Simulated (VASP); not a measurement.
# NiI3 (Pm-3m) in VASP: single point with LDA+U

Aim: the single point of NiI3 with LDA+U.

Program: VASP 6.6.1. These are calculated values, not measurements. Logs are shortened: lines on timing, memory, paths and dates and some standing lists are left out, and cuts for length are marked.

**1. The cell of the first run**

The structure is cubic, space group Pm-3m (No. 221). Conventional cell: a = 5.637 Å, b = 5.637 Å, c = 5.637 Å, α = 90.00°, β = 90.00°, γ = 90.00°. Within 3.7 Å of Ni (site symmetry m-3m) lie 6 I at 2.82 Å. Within 3.7 Å of I (site symmetry 4/mmm) lie 2 Ni at 2.82 Å.

**2. Single point, LDA+U, collinear spin, ferromagnetic start**

INCAR

```
PREC = Accurate ; ENCUT = 520
EDIFF = 1E-6 ; ISMEAR = 0
SIGMA = 0.05 ; LREAL = False
LASPH = True ; NELM = 150
ALGO = Fast ; ISIF = 2
LWAVE = False ; LCHARG = False
ISPIN = 2 ; MAGMOM = 3 0 0 0
LORBIT = 11 ; LMAXMIX = 4
LDAU = True ; LDAUTYPE = 2
LDAUL = 2 -1 ; LDAUU = 5 0
LDAUJ = 0 0 ; LDAUPRINT = 1
NBANDS = 28
```

KPOINTS

```
regular mesh
0
Gamma
  4 4 4
```

POSCAR

```
NiI3
1.0
    5.6370871700      0.0000000000      0.0000000000
    0.0000000000      5.6370871700      0.0000000000
    0.0000000000      0.0000000000      5.6370871700
Ni I
1 3
Direct
    0.0000000000      0.0000000000      0.0000000000
    0.5000000000      0.0000000000      0.0000000000
    0.0000000000      0.0000000000      0.5000000000
    0.0000000000      0.5000000000      0.0000000000
```

Potentials or basis: VASP PAW LDA potentials, release 64 (Ni, I).

The run is started by

```console
> cat potpaw_LDA.64/Ni/POTCAR potpaw_LDA.64/I/POTCAR > POTCAR
> mpirun -np 1 vasp_std > vasp.out
```

OUTCAR:

```text
PREC = Accurate
   ENCUT = 520
   EDIFF = 1E-6
   ISMEAR = 0
   LREAL = False
   LASPH = True
   NELM = 150
   ISIF = 2
   ISPIN = 2
   LORBIT = 11

 ion  position               nearest neighbor table
   1  0.000  0.000  0.000-   2 2.82   3 2.82   4 2.82   3 2.82   4 2.82   2 2.82
   2  0.500  0.000  0.000-   1 2.82   1 2.82
   3  0.000  0.000  0.500-   1 2.82   1 2.82
   4  0.000  0.500  0.000-   1 2.82   1 2.82

  LATTYP: Found a simple cubic cell.
 ALAT       =     5.6370871700

  Lattice vectors:

 A1 = (   5.6370871700,   0.0000000000,   0.0000000000)
 A2 = (   0.0000000000,   5.6370871700,   0.0000000000)
 A3 = (   0.0000000000,   0.0000000000,   5.6370871700)

Analysis of symmetry for initial positions (statically):
=====================================================================
 Subroutine PRICEL returns:
 Original cell was already a primitive cell.

 Routine SETGRP: Setting up the symmetry group for a
 simple cubic supercell.

 Subroutine GETGRP returns: Found 48 space group operations
 (whereof 48 operations were pure point group operations)
 out of a pool of 48 trial point group operations.

The static configuration has the point symmetry O_h .

Analysis of symmetry for dynamics (positions and initial velocities):
=====================================================================
 Subroutine PRICEL returns:
 Original cell was already a primitive cell.

 Routine SETGRP: Setting up the symmetry group for a
 simple cubic supercell.

 Subroutine GETGRP returns: Found 48 space group operations
 (whereof 48 operations were pure point group operations)
 out of a pool of 48 trial point group operations.

The dynamic configuration has the point symmetry O_h .

Analysis of structural, dynamic, and magnetic symmetry:
=====================================================================
 Subroutine PRICEL returns:
 Original cell was already a primitive cell.

 Routine SETGRP: Setting up the symmetry group for a
 simple cubic supercell.

 Subroutine GETGRP returns: Found 48 space group operations
 (whereof 48 operations were pure point group operations)
 out of a pool of 48 trial point group operations.

The overall configuration has the point symmetry O_h .

 Subroutine INISYM returns: Found 48 space group operations
 (whereof 48 operations are pure point group operations),
 and found     1 'primitive' translations

----------------------------------------------------------------------------------------

                                     Primitive cell

  volume of cell :     179.1283

  direct lattice vectors                    reciprocal lattice vectors
     5.637087170  0.000000000  0.000000000     0.177396583  0.000000000  0.000000000
     0.000000000  5.637087170  0.000000000     0.000000000  0.177396583  0.000000000
     0.000000000  0.000000000  5.637087170     0.000000000  0.000000000  0.177396583

  length of vectors
     5.637087170  5.637087170  5.637087170     0.177396583  0.177396583  0.177396583

  position of ions in fractional coordinates (direct lattice)
     0.000000000  0.000000000  0.000000000
     0.500000000  0.000000000  0.000000000
     0.000000000  0.000000000  0.500000000
     0.000000000  0.500000000  0.000000000

  ion indices of the primitive-cell ions
   primitive index   ion index
                 1           1
                 2           2
                 3           3
                 4           4

----------------------------------------------------------------------------------------
[... 70 lines left out ...]
   ISMEAR =     0;   SIGMA  =   0.05  broadening in eV -4-tet -1-fermi 0-gaus
   EFERMI_NEDOS =   21; number of points for ismear=-14 and -15
   IALGO  =     68    algorithm
   IMIX   =      4    mixing-type and parameters
     AMIX     =   0.40;   BMIX     =  1.00
     AMIX_MAG =   1.60;   BMIX_MAG =  1.00
  volume/ion in A,a.u.               =      44.78       302.20
  Fermi-wavevector in a.u.,A,eV,Ry     =   0.912306  1.724009 11.324165  0.832303
  Thomas-Fermi vector in A             =   2.036687
   LORBIT       =     11    0 simple, 1 ext, 2 COOP (PROOUT), +10 PAW based schemes
 LDA+U is selected, type is set to LDAUTYPE =  2
   angular momentum for each species LDAUL =     2   -1
   U (eV)           for each species LDAUU =   5.0  0.0
   J (eV)           for each species LDAUJ =   0.0  0.0
   GGA     = CA    functional components
   LHFCALC =     F    Hartree Fock is set to
   AEXX    =    0.0000 exact exchange contribution
   IVDW    =     0    specifies the selected vdW correction
   LEPSILON=     F    determine dielectric tensor
   LRPA    =     F    only Hartree local field effects (RPA)
 spin polarized calculation
 RMM-DIIS sequential band-by-band and
 Gauss-broadening in eV      SIGMA  =   0.05
  energy-cutoff  :      520.00
  volume of cell :      179.13
 maximum number of plane-waves:      4842
 NGX is ok and might be reduce to    42
   NGX = 21   NGY = 21   NGZ = 21

atom =   1  type =  1  l = 2

 onsite density matrix

spin component  1

  0.9665  0.0000 -0.0000  0.0000  0.0000
  0.0000  0.9665  0.0000  0.0000 -0.0000
 -0.0000  0.0000  0.9708  0.0000  0.0000
  0.0000  0.0000  0.0000  0.9665  0.0000
  0.0000 -0.0000  0.0000  0.0000  0.9708

spin component  2

  0.9633 -0.0000  0.0000  0.0000  0.0000
 -0.0000  0.9633 -0.0000  0.0000  0.0000
  0.0000 -0.0000  0.2655 -0.0000  0.0000
  0.0000  0.0000 -0.0000  0.9633 -0.0000
  0.0000  0.0000  0.0000 -0.0000  0.2655

 occupancies and eigenvectors

  o =  0.2655  v =  0.0000  0.0000  0.0000  0.0000  0.0000  0.0000  0.0000  0.0556  0.0000  0.9985      0.0000  0.0000  0.0000  0.0000  0.0000  0.0000  0.0000  0.0000  0.0000  0.0000
  o =  0.2655  v =  0.0000  0.0000  0.0000  0.0000  0.0000  0.0000 -0.0000  0.9985 -0.0000 -0.0556      0.0000  0.0000  0.0000  0.0000  0.0000  0.0000  0.0000  0.0000  0.0000  0.0000
  o =  0.9633  v =  0.0000  0.0000  0.0000  0.0000  0.0000  0.0000  0.9653  0.0000 -0.2611  0.0000      0.0000  0.0000  0.0000  0.0000  0.0000  0.0000  0.0000  0.0000  0.0000  0.0000
  o =  0.9633  v =  0.0000  0.0000  0.0000  0.0000  0.0000  0.0000 -0.2611 -0.0000 -0.9653  0.0000      0.0000  0.0000  0.0000  0.0000  0.0000  0.0000  0.0000  0.0000  0.0000  0.0000
  o =  0.9633  v =  0.0000  0.0000  0.0000  0.0000  0.0000  1.0000  0.0000  0.0000  0.0000  0.0000      0.0000  0.0000  0.0000  0.0000  0.0000  0.0000  0.0000  0.0000  0.0000  0.0000
  o =  0.9665  v =  0.0000  0.1374  0.0000 -0.9905  0.0000  0.0000  0.0000  0.0000  0.0000  0.0000      0.0000  0.0000  0.0000  0.0000  0.0000  0.0000  0.0000  0.0000  0.0000  0.0000
  o =  0.9665  v =  0.0000  0.9905  0.0000  0.1374  0.0000  0.0000  0.0000  0.0000  0.0000  0.0000      0.0000  0.0000  0.0000  0.0000  0.0000  0.0000  0.0000  0.0000  0.0000  0.0000
  o =  0.9665  v =  1.0000  0.0000  0.0000  0.0000  0.0000  0.0000  0.0000  0.0000  0.0000  0.0000      0.0000  0.0000  0.0000  0.0000  0.0000  0.0000  0.0000  0.0000  0.0000  0.0000
  o =  0.9708  v =  0.0000  0.0000 -0.0000 -0.0000 -1.0000  0.0000  0.0000  0.0000  0.0000  0.0000      0.0000  0.0000  0.0000  0.0000  0.0000  0.0000  0.0000  0.0000  0.0000  0.0000
  o =  0.9708  v =  0.0000  0.0000 -1.0000 -0.0000  0.0000  0.0000  0.0000  0.0000  0.0000  0.0000      0.0000  0.0000  0.0000  0.0000  0.0000  0.0000  0.0000  0.0000  0.0000  0.0000

 number of electron      30.9999995 magnetization       1.6518690

 Free energy of the ion-electron system (eV)
  ---------------------------------------------------
  ext. energy  EPLUGINS =         0.00000000
  ---------------------------------------------------
  free energy    TOTEN  =        -8.66964978 eV

  energy without entropy =       -8.65361800  energy(sigma->0) =       -8.66163389

 E-fermi :   0.5094     XC(G=0):  -7.5832

 val. band max:        0.5063247272   @ k =   0.2500   0.2500   0.2500
 cond. band min:       0.5279017173   @ k =   0.0000   0.0000   0.0000
 fundamental gap:      0.0215769900
 Fermi energy:         0.5093680312

 spin component 1

 k-point     1 :       0.0000    0.0000    0.0000
  band No.  band energies     occupation
      1     -11.6842      1.00000
      2     -10.7753      1.00000
      3     -10.7753      1.00000
      4      -4.6696      1.00000
      5      -4.6696      1.00000
      6      -4.0706      1.00000
[... 289 lines left out ...]
     26       9.6606      0.00000
     27       9.6606      0.00000
 Fermi energy:         0.5093680312

 spin component 2

 k-point     1 :       0.0000    0.0000    0.0000
  band No.  band energies     occupation
      1     -11.6407      1.00000
      2     -10.6798      1.00000
      3     -10.6798      1.00000
      4      -3.1220      1.00000
      5      -3.1220      1.00000
      6      -3.1219      1.00000
[... 289 lines left out ...]
     26       9.6804      0.00000
     27       9.6804      0.00000
 [bands above 27 left out]

------------------------ aborting loop because EDIFF is reached ----------------------------------------

  FORCE on cell =-STRESS in cart. coord.  units (eV):
  Direction    XX          YY          ZZ          XY          YZ          ZX
  --------------------------------------------------------------------------------------
  -------------------------------------------------------------------------------------
  Total       -4.4008429     -4.4008429     -4.4008429      0.0000000     -0.0000000      0.0000000
  in kB      -39.3624571    -39.3624571    -39.3624571      0.0000000     -0.0000000      0.0000000
  external PRESSURE =     -39.3624571 kB  Pullay stress =       0.0000000 kB

 VOLUME and BASIS-vectors are now :
 -----------------------------------------------------------------------------
  energy-cutoff  :      520.00
  volume of cell :      179.13
      direct lattice vectors                 reciprocal lattice vectors
     5.637087170  0.000000000  0.000000000     0.177396583  0.000000000  0.000000000
     0.000000000  5.637087170  0.000000000     0.000000000  0.177396583  0.000000000
     0.000000000  0.000000000  5.637087170     0.000000000  0.000000000  0.177396583

 POSITION                                       TOTAL-FORCE (eV/Angst)
 -----------------------------------------------------------------------------------
      0.00000      0.00000      0.00000         0.000000      0.000000      0.000000
      2.81854      0.00000      0.00000         0.000000      0.000000      0.000000
      0.00000      0.00000      2.81854         0.000000      0.000000      0.000000
      0.00000      2.81854      0.00000         0.000000      0.000000      0.000000
 -----------------------------------------------------------------------------------
    total drift:                               -0.000000     -0.000000     -0.000000

  FREE ENERGIE OF THE ION-ELECTRON SYSTEM (eV)
  ---------------------------------------------------
  free  energy   TOTEN  =        -8.6696497818 eV

  energy  without entropy=       -8.6536180029  energy(sigma->0) =       -8.66163389

 total charge

# of ion       s       p       d       tot
------------------------------------------
    1        0.322   0.255   8.242   8.820
    2        1.522   2.692   0.011   4.226
    3        1.522   2.692   0.011   4.226
    4        1.522   2.692   0.011   4.226
--------------------------------------------------
tot          4.889   8.332   8.276  21.497

 magnetization (x)

# of ion       s       p       d       tot
------------------------------------------
    1        0.024   0.021   1.420   1.465
    2        0.005   0.031   0.002   0.038
    3        0.005   0.031   0.002   0.038
    4        0.005   0.031   0.002   0.038
--------------------------------------------------
tot          0.040   0.114   1.425   1.579
```

Wall time 2.4 min (1 thread of Oxide Virtual Turin-like, shared host); peak memory 0.24 GiB.

Results:

- Free energy: -8.6696 eV
- Pressure: -3.9 GPa
- Net moment: 1.65 μB per cell
- Site moments: Ni +1.47; I +0.04 μB
- Valence electrons inside the program's atomic spheres: Ni 8.82; I 4.23

Eigenvalues of the final occupation matrices:
| site | spin | trace | eigenvalues |
| --- | --- | --- | --- |
| site 1 d | 1 | 4.84 | 0.97 0.97 0.97 0.97 0.97 |
| site 1 d | 2 | 3.42 | 0.27 0.27 0.96 0.96 0.96 |

Caveat: the cell stands under tension; spin-orbit coupling is left out, which moves the levels of the heavy elements.
